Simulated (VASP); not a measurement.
# AlSi16 (a cell with a defect) in VASP: further runs

Runs on AlSi16 (a cell with a defect). Level: PBE. Tasks: single point.

Everything below comes from runs of VASP 6.6.1. Logs are shortened: lines on timing, memory, paths and dates and some standing lists are left out, and cuts for length are marked.

### 1 The cell of the first run

The cell holds a defect, 17 atoms: a = 7.679 Å, b = 7.679 Å, c = 7.679 Å, α = 60.00°, β = 60.00°, γ = 60.00°.

### 2 Single point, PBE, collinear spin, zero start

Input file INCAR:

```
SYSTEM = AlSi16
PREC = Accurate
ENCUT = 520
EDIFF = 1E-7
ISMEAR = -1
SIGMA = 0.02
LREAL = Auto
LASPH = .True.
NELM = 150
ALGO = Normal
ISIF = 2
LWAVE = .False.
LCHARG = .False.
ISPIN = 2
MAGMOM = 0 0 0 0 0 0 0 0 0 0 0 0 0 0 0 0 0
LORBIT = 11
GGA = PE
NBANDS = 52
```

Input file KPOINTS:

```
Automatic mesh
0
Gamma
  2 2 2
  0 0 0
```

Input file POSCAR:

```
AlSi16
1.0
    0.0000000000      5.4300000000      5.4300000000
    5.4300000000      0.0000000000      5.4300000000
    5.4300000000      5.4300000000      0.0000000000
Si Al
16 1
Direct
    0.0191160221      0.0190239411      0.0066666667
    0.1348987109      0.1369244936      0.1673848987
    0.0068139963      0.0106261510      0.5477716390
    0.1449723757      0.1400000000      0.6430202578
   -0.0359300184      0.5086003683      0.0260773481
    0.1181860037      0.6330294659      0.1210773481
   -0.0038305709      0.5023388582      0.5103499079
    0.1203499079      0.6116022099      0.6527624309
    0.4979650092     -0.0119244936     -0.0035635359
    0.6453130755      0.1112246777      0.0994383057
    0.5057734807      0.0037845304      0.4835819521
    0.6318139963      0.1350920810      0.6143001842
    0.4828453039      0.4710405157     -0.0307458564
    0.6098434622      0.6043922652      0.0768232044
    0.4994383057      0.4920718232      0.4526979742
    0.6156169429      0.6313443831      0.6007918969
    0.8908103131      0.8735174954      0.4072744015
```

Potentials or basis: VASP PAW PBE potentials, release 64 (Si, Al).

The run is started by

```
$ cat potpaw_PBE.64/Si/POTCAR potpaw_PBE.64/Al/POTCAR > POTCAR
$ mpirun -np 1 vasp_std > vasp.out
```

OUTCAR:

```text
SYSTEM = AlSi16
   PREC = Accurate
   ENCUT = 520
   EDIFF = 1E-7
   ISMEAR = -1
   LREAL = Auto
   LASPH = .True.
   NELM = 150
   ISIF = 2
   ISPIN = 2
   LORBIT = 11
   GGA = PE

 ion  position               nearest neighbor table
   1  0.019  0.019  0.007-   4 2.28  10 2.38   6 2.44   2 2.48  17 2.51
   2  0.135  0.137  0.167-   9 2.34   5 2.37   3 2.39   1 2.48  17 2.76
   3  0.007  0.011  0.548-   4 2.28   2 2.39  12 2.39  17 2.47   8 2.52
   4  0.145  0.140  0.643-   1 2.28   3 2.28   7 2.29  11 2.29
   5  0.964  0.509  0.026-  14 2.31   8 2.35   6 2.35   2 2.37
   6  0.118  0.633  0.121-  13 2.33   5 2.35   1 2.44   7 2.44  17 2.88
   7  0.996  0.502  0.510-   4 2.29  17 2.34   8 2.36  16 2.40   6 2.44
   8  0.120  0.612  0.653-   5 2.35   7 2.36  15 2.44   3 2.52  17 2.59
   9  0.498  0.988  0.996-   2 2.34  10 2.35  12 2.40  14 2.45
  10  0.645  0.111  0.099-  13 2.29   9 2.35   1 2.38  11 2.41  17 3.03
  11  0.506  0.004  0.484-   4 2.29  16 2.34  10 2.41  12 2.43  17 2.45
  12  0.632  0.135  0.614-  15 2.27   3 2.39   9 2.40  11 2.43  17 2.56
  13  0.483  0.471  0.969-  10 2.29  14 2.31  16 2.33   6 2.33
  14  0.610  0.604  0.077-   5 2.31  13 2.31  15 2.36   9 2.45
  15  0.499  0.492  0.453-  12 2.27  14 2.36   8 2.44  16 2.53
  16  0.616  0.631  0.601-  13 2.33  11 2.34   7 2.40  15 2.53  17 2.86
  17  0.891  0.874  0.407-   7 2.34  11 2.45   3 2.47   1 2.51  12 2.56   8 2.59   2 2.76  16 2.86
                             6 2.88  10 3.03

  LATTYP: Found a face centered cubic cell.
 ALAT       =    10.8600000000

  Lattice vectors:

 A1 = (   0.0000000000,   5.4300000000,   5.4300000000)
 A2 = (   5.4300000000,   0.0000000000,   5.4300000000)
 A3 = (   5.4300000000,   5.4300000000,   0.0000000000)

Analysis of symmetry for initial positions (statically):
=====================================================================
 Subroutine PRICEL returns:
 Original cell was already a primitive cell.

 Routine SETGRP: Setting up the symmetry group for a
 face centered cubic supercell.

 Subroutine GETGRP returns: Found  1 space group operations
 (whereof  1 operations were pure point group operations)
 out of a pool of 48 trial point group operations.

The static configuration has the point symmetry C_1 .

Analysis of symmetry for dynamics (positions and initial velocities):
=====================================================================
 Subroutine PRICEL returns:
 Original cell was already a primitive cell.

 Routine SETGRP: Setting up the symmetry group for a
 face centered cubic supercell.

 Subroutine GETGRP returns: Found  1 space group operations
 (whereof  1 operations were pure point group operations)
 out of a pool of 48 trial point group operations.

The dynamic configuration has the point symmetry C_1 .

Analysis of structural, dynamic, and magnetic symmetry:
=====================================================================
 Subroutine PRICEL returns:
 Original cell was already a primitive cell.

 Routine SETGRP: Setting up the symmetry group for a
 face centered cubic supercell.

 Subroutine GETGRP returns: Found  1 space group operations
 (whereof  1 operations were pure point group operations)
 out of a pool of 48 trial point group operations.

The overall configuration has the point symmetry C_1 .

 Subroutine INISYM returns: Found  1 space group operations
 (whereof  1 operations are pure point group operations),
 and found     1 'primitive' translations

----------------------------------------------------------------------------------------

                                     Primitive cell

  volume of cell :     320.2060

  direct lattice vectors                    reciprocal lattice vectors
     0.000000000  5.430000000  5.430000000    -0.092081031  0.092081031  0.092081031
     5.430000000  0.000000000  5.430000000     0.092081031 -0.092081031  0.092081031
     5.430000000  5.430000000  0.000000000     0.092081031  0.092081031 -0.092081031

  length of vectors
     7.679179644  7.679179644  7.679179644     0.159489025  0.159489025  0.159489025

  position of ions in fractional coordinates (direct lattice)
     0.019116022  0.019023941  0.006666667
     0.134898711  0.136924494  0.167384899
     0.006813996  0.010626151  0.547771639
     0.144972376  0.140000000  0.643020258
     0.964069982  0.508600368  0.026077348
     0.118186004  0.633029466  0.121077348
[... 9 lines left out ...]
     0.615616943  0.631344383  0.600791897
     0.890810313  0.873517495  0.407274401

  ion indices of the primitive-cell ions
   primitive index   ion index
                 1           1
                 2           2
                 3           3
                 4           4
                 5           5
                 6           6
[... 9 lines left out ...]
                16          16
                17          17

----------------------------------------------------------------------------------------

 KPOINTS: Automatic mesh

Automatic generation of k-mesh.
 Grid dimensions read from file:
 generate k-points for:    2    2    2

 Generating k-lattice:

  Cartesian coordinates                     Fractional coordinates (reciprocal lattice)
    -0.046040516  0.046040516  0.046040516     0.500000000  0.000000000  0.000000000
     0.046040516 -0.046040516  0.046040516     0.000000000  0.500000000  0.000000000
     0.046040516  0.046040516 -0.046040516     0.000000000  0.000000000  0.500000000

  Length of vectors
     0.079744512  0.079744512  0.079744512

  Shift w.r.t. Gamma in fractional coordinates (k-lattice)
     0.000000000  0.000000000  0.000000000

 Subroutine IBZKPT returns following result:
 ===========================================

 Found      8 irreducible k-points:

 Following reciprocal coordinates:
            Coordinates               Weight
  0.000000  0.000000  0.000000      1.000000
  0.500000  0.000000  0.000000      1.000000
  0.000000  0.500000  0.000000      1.000000
  0.000000  0.000000  0.500000      1.000000
  0.500000  0.500000  0.500000      1.000000
  0.500000  0.500000  0.000000      1.000000
  0.000000  0.500000  0.500000      1.000000
  0.500000  0.000000  0.500000      1.000000
   k-points           NKPTS =      8   k-points in BZ     NKDIM =      8   number of bands    NBANDS=     52
   number of dos      NEDOS =    301   number of ions     NIONS =     17
   total plane-waves  NPLWV = 216000
   dimension x,y,z NGX =    60 NGY =   60 NGZ =   60
   dimension x,y,z NGXF=   120 NGYF=  120 NGZF=  120
   ions per type =              16   1
   NGX,Y,Z   is equivalent  to a cutoff of  12.99, 12.99, 12.99 a.u.
   NGXF,Y,Z  is equivalent  to a cutoff of  25.98, 25.98, 25.98 a.u.
 SYSTEM =  AlSi16
   PREC   = accura    normal or accurate (medium, high low for compatibility)
   ISTART =      0    job   : 0-new  1-cont  2-samecut
   ICHARG =      2    charge: 1-file 2-atom 10-const
   ISPIN  =      2    spin polarized calculation?
   LNONCOLLINEAR =      F non collinear calculations
   LSORBIT =      F    spin-orbit coupling
   LASPH  =      T    aspherical Exc in radial PAW
   ENCUT  =  520.0 eV  38.22 Ry    6.18 a.u.  14.28 14.28 14.28*2*pi/ulx,y,z
   NELM   =    150;   NELMIN=  2; NELMDL= -5     # of ELM steps
   EDIFF  = 0.1E-06   stopping-criterion for ELM
   LREAL  =      T    real-space projection
   EDIFFG = 0.1E-05   stopping-criterion for IOM
   NSW    =      0    number of steps for IOM
   IBRION =     -1    ionic relax: 0-MD 1-quasi-New 2-CG
   NFREE  =      0    steps in history (QN), initial steepest desc. (CG)
   ISIF   =      2    stress and relaxation
   ISYM   =      2    0-nonsym 1-usesym 2-fastsym
   POTIM  = 0.5000    time-step for ionic-motion
   TEBEG  =    0.0;   TEEND  =   0.0 temperature during run
   PSTRESS=    0.0 pullay stress
   NELECT =      67.0000    total number of electrons
   NUPDOWN=      -1.0000    fix difference up-down
   EMIN   =  10.00;   EMAX   =-10.00  energy-range for DOS
   EFERMI =   0.00;   METHOD = LEGACY
   ISMEAR =    -1;   SIGMA  =   0.02  broadening in eV -4-tet -1-fermi 0-gaus
   EFERMI_NEDOS =   21; number of points for ismear=-14 and -15
   IALGO  =     38    algorithm
   IMIX   =      4    mixing-type and parameters
     AMIX     =   0.40;   BMIX     =  1.00
     AMIX_MAG =   1.60;   BMIX_MAG =  1.00
  volume/ion in A,a.u.               =      18.84       127.11
  Fermi-wavevector in a.u.,A,eV,Ry     =   0.971904  1.836632 12.852022  0.944597
  Thomas-Fermi vector in A             =   2.102159
   LORBIT       =     11    0 simple, 1 ext, 2 COOP (PROOUT), +10 PAW based schemes
   GGA     = PE    functional components
   LHFCALC =     F    Hartree Fock is set to
   AEXX    =    0.0000 exact exchange contribution
   IVDW    =     0    specifies the selected vdW correction
   LEPSILON=     F    determine dielectric tensor
   LRPA    =     F    only Hartree local field effects (RPA)
 spin polarized calculation
  energy-cutoff  :      520.00
  volume of cell :      320.21
 maximum number of plane-waves:      8646
 NGX is ok and might be reduce to    60
   NGX = 29   NGY = 29   NGZ = 29

 number of electron      67.0000000 magnetization       0.0000015

 number of electron      67.0000000 magnetization      -0.0000003

 Free energy of the ion-electron system (eV)
  ---------------------------------------------------
  ext. energy  EPLUGINS =         0.00000000
  ---------------------------------------------------
  free energy    TOTEN  =       -85.58255803 eV

  energy without entropy =      -85.57527567  energy(sigma->0) =      -85.57891685

 E-fermi :   6.9373     XC(G=0):  -9.6968

 val. band max:        6.9189026096   @ k =   0.0000   0.0000   0.5000
 cond. band min:       6.9638272954   @ k =   0.0000   0.0000   0.0000
 fundamental gap:      0.0449246858
 Fermi energy:         6.9372602990

 spin component 1

 k-point     1 :       0.0000    0.0000    0.0000
  band No.  band energies     occupation
      1      -5.9478      1.00000
      2      -3.6237      1.00000
      3      -3.4978      1.00000
      4      -3.4606      1.00000
      5      -3.3206      1.00000
      6      -2.2804      1.00000
[... 373 lines left out ...]
     44      10.1708      0.00000
     45      10.4519      0.00000
 Fermi energy:         6.9372602990

 spin component 2

 k-point     1 :       0.0000    0.0000    0.0000
  band No.  band energies     occupation
      1      -5.9478      1.00000
      2      -3.6237      1.00000
      3      -3.4978      1.00000
      4      -3.4606      1.00000
      5      -3.3206      1.00000
      6      -2.2804      1.00000
[... 373 lines left out ...]
     44      10.1708      0.00000
     45      10.4519      0.00000
 [bands above 45 left out]

------------------------ aborting loop because EDIFF is reached ----------------------------------------

  FORCE on cell =-STRESS in cart. coord.  units (eV):
  Direction    XX          YY          ZZ          XY          YZ          ZX
  --------------------------------------------------------------------------------------
  -------------------------------------------------------------------------------------
  Total        7.7354268      8.5808564      8.6158659     -3.6433442     -0.2184295      0.4363083
  in kB       38.7048491     42.9350263     43.1101990    -18.2297749     -1.0929303      2.1831047
  external PRESSURE =      41.5833581 kB  Pullay stress =       0.0000000 kB

 VOLUME and BASIS-vectors are now :
 -----------------------------------------------------------------------------
  energy-cutoff  :      520.00
  volume of cell :      320.21
      direct lattice vectors                 reciprocal lattice vectors
     0.000000000  5.430000000  5.430000000    -0.092081031  0.092081031  0.092081031
     5.430000000  0.000000000  5.430000000     0.092081031 -0.092081031  0.092081031
     5.430000000  5.430000000  0.000000000     0.092081031  0.092081031 -0.092081031

 POSITION                                       TOTAL-FORCE (eV/Angst)
 -----------------------------------------------------------------------------------
      0.13950      0.14000      0.20710         0.168097      0.491942     -0.676030
      1.65240      1.64140      1.47600        -0.412971     -0.667375     -0.235043
      3.03210      3.01140      0.09470        -0.510024      0.078087     -0.469727
      4.25180      4.27880      1.54740        -0.086775     -0.000683      0.191614
      2.90330      5.37650      7.99660        -0.505856      0.460296      0.283237
      4.09480      1.29920      4.07910         0.646486     -0.019947     -0.034028
[... 9 lines left out ...]
      6.69050      6.60510      6.77100        -1.031713     -0.299979     -0.374936
      6.95470      7.04860      9.58030        -0.042173     -0.568850      0.759323
 -----------------------------------------------------------------------------------
    total drift:                                0.003006      0.011129      0.007210

  FREE ENERGIE OF THE ION-ELECTRON SYSTEM (eV)
  ---------------------------------------------------
  free  energy   TOTEN  =       -85.5825580300 eV

  energy  without entropy=      -85.5752756722  energy(sigma->0) =      -85.57891685

 total charge

# of ion       s       p       d       tot
------------------------------------------
    1        0.757   0.920   0.000   1.677
    2        0.751   0.905   0.000   1.657
    3        0.773   0.913   0.000   1.686
    4        0.770   0.966   0.000   1.736
    5        0.749   0.933   0.000   1.682
    6        0.753   0.896   0.000   1.649
[... 9 lines left out ...]
   16        0.751   0.899   0.000   1.650
   17        0.500   0.348   0.000   0.848
--------------------------------------------------
tot         12.568  15.137   0.000  27.705

 magnetization (x)

# of ion       s       p       d       tot
------------------------------------------
    1       -0.000  -0.000   0.000  -0.000
    2        0.000   0.000   0.000   0.000
    3        0.000  -0.000   0.000  -0.000
    4        0.000   0.000   0.000   0.000
    5        0.000   0.000   0.000   0.000
    6        0.000   0.000   0.000   0.000
[... 9 lines left out ...]
   16       -0.000  -0.000   0.000  -0.000
   17       -0.000  -0.000   0.000  -0.000
--------------------------------------------------
tot          0.000   0.000   0.000   0.000
```

It took 4.8 min on 1 thread of AMD EPYC 9R45 (Zen 5), shared host; peak memory 0.67 GiB.

Results:

```yaml
Free_energy: -85.5826 eV
Pressure: 4.2 GPa
Largest_force: 1.598 eV/Å
Net_moment: 0.00 μB per cell
Valence_electrons_inside_the_program's_atomic_spheres: Si 1.68, 1.66, 1.69, 1.74, 1.65, 1.71, 1.67, 1.70 (each value once); Al 0.85
```

Forces in eV/Å, atoms in the order of the input:
```
Si   0.168  0.492 -0.676
Si  -0.413 -0.667 -0.235
Si  -0.510  0.078 -0.470
Si  -0.087 -0.001  0.192
Si  -0.506  0.460  0.283
Si   0.646 -0.020 -0.034
Si  -0.919 -0.229 -0.676
Si  -0.194  0.201  0.867
Si  -0.675  0.085  0.060
Si  -0.090  0.619 -0.361
Si   0.226 -0.403  0.124
Si   0.241  0.381 -0.882
Si   0.299 -0.338  0.362
Si   1.419  0.218  0.428
Si   1.467 -0.007  0.633
Si  -1.032 -0.300 -0.375
Al  -0.042 -0.569  0.759
```

Levels at points of the mesh, in eV from the Fermi level:
Spin up:
```tsv
k point	band 29	band 30	band 31	band 32	band 33	band 34	band 35	band 36	band 37	band 38
(0.00, 0.00, 0.00)	-1.64	-1.47	-0.92	-0.88	-0.77	-0.36	-0.26	-0.15	0.03	0.17
(0.50, 0.00, 0.00)	-1.75	-1.51	-1.30	-1.20	-0.50	0.07	0.20	0.55	0.72	0.92
(0.00, 0.50, 0.00)	-1.75	-1.57	-1.46	-1.30	-0.39	0.06	0.26	0.58	0.63	0.76
(0.00, 0.00, 0.50)	-1.64	-1.57	-1.53	-1.42	-0.48	-0.02	0.36	0.49	0.75	0.89
(0.50, 0.50, 0.50)	-1.67	-1.53	-1.40	-1.31	-0.74	0.16	0.35	0.64	0.84	0.91
(0.50, 0.50, 0.00)	-2.29	-1.96	-1.85	-1.72	-0.16	0.20	0.87	1.26	1.30	1.35
(0.00, 0.50, 0.50)	-2.21	-2.11	-1.86	-1.72	-0.25	0.15	0.95	1.07	1.26	1.39
(0.50, 0.00, 0.50)	-2.10	-2.01	-1.98	-1.65	-0.25	0.14	0.98	1.09	1.24	1.41
```
Spin down:
```
           k point  band 30  band 31  band 32  band 33  band 34  band 35  band 36  band 37
(0.00, 0.00, 0.00)    -1.47    -0.92    -0.88    -0.77    -0.36    -0.26    -0.15     0.03
(0.50, 0.00, 0.00)    -1.51    -1.30    -1.20    -0.50     0.07     0.20     0.55     0.72
(0.00, 0.50, 0.00)    -1.57    -1.46    -1.30    -0.39     0.06     0.26     0.58     0.63
(0.00, 0.00, 0.50)    -1.57    -1.53    -1.42    -0.48    -0.02     0.36     0.49     0.75
(0.50, 0.50, 0.50)    -1.53    -1.40    -1.31    -0.74     0.16     0.35     0.64     0.84
(0.50, 0.50, 0.00)    -1.96    -1.85    -1.72    -0.16     0.20     0.87     1.26     1.30
(0.00, 0.50, 0.50)    -2.11    -1.86    -1.72    -0.25     0.15     0.95     1.07     1.26
(0.50, 0.00, 0.50)    -2.01    -1.98    -1.65    -0.25     0.14     0.98     1.09     1.24
```

Caveat: the k points lie up to 0.50 Å⁻¹ apart; no moment was typed at the start, so none could form.

[end of part 1 of 2]
